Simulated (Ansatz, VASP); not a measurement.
## Two plane-wave programs on KTaO3

```xyz
5
Lattice="4.3871 0.0000 0.0000 0.0000 3.9883 0.0000 0.0000 0.0000 3.9883" Properties=species:S:1:pos:R:3 pbc="T T T"
K     2.1936    1.9942    1.9942
Ta    0.0000    0.0000    0.0000
O     2.1936    0.0000    0.0000
O     0.0000    1.9942    0.0000
O     0.0000    0.0000    1.9942
```

Change from the starting cell: strain +0.1000 x Voigt [1, 0, 0, 0, 0, 0], atoms carried along.

Alike in both runs: task single point; functional PBEsol; k mesh 8 × 8 × 8; occupations gaussian, width 0.05 eV; no spin polarisation.

|  | VASP | Ansatz |
| --- | --- | --- |
| version | VASP 6.6.1 | Ansatz 0.2.0 |
| potentials or method | VASP PAW PBE potentials, release 64 (K_sv, Ta_pv, O), cutoff 520 eV | scalar-relativistic, plane waves, PAW |
| valence electrons in the cell | 38 | 40 |

Ansatz gave:

- gap on the k mesh at the Fermi level (eV): 1.79
- least direct gap on the mesh (eV): 2.22
- pressure (GPa): -13.3
- traceless stress, the component that is largest in VASP (GPa): -13.71

Estimate VASP's values.

gap on the k mesh at the Fermi level (eV): 1.75; least direct gap on the mesh (eV): 2.19; pressure (GPa): -12.8; traceless stress, the component that is largest in VASP (GPa): -13.94.

VASP's potentials were made for PBE, not for PBEsol. With one functional, cell and mesh, what is left measures potentials, basis and numerics. VASP's potentials hold 38 valence electrons a cell and Ansatz's 40, so a difference there can come from the potentials and not from the codes.

Spin-orbit coupling is off throughout.
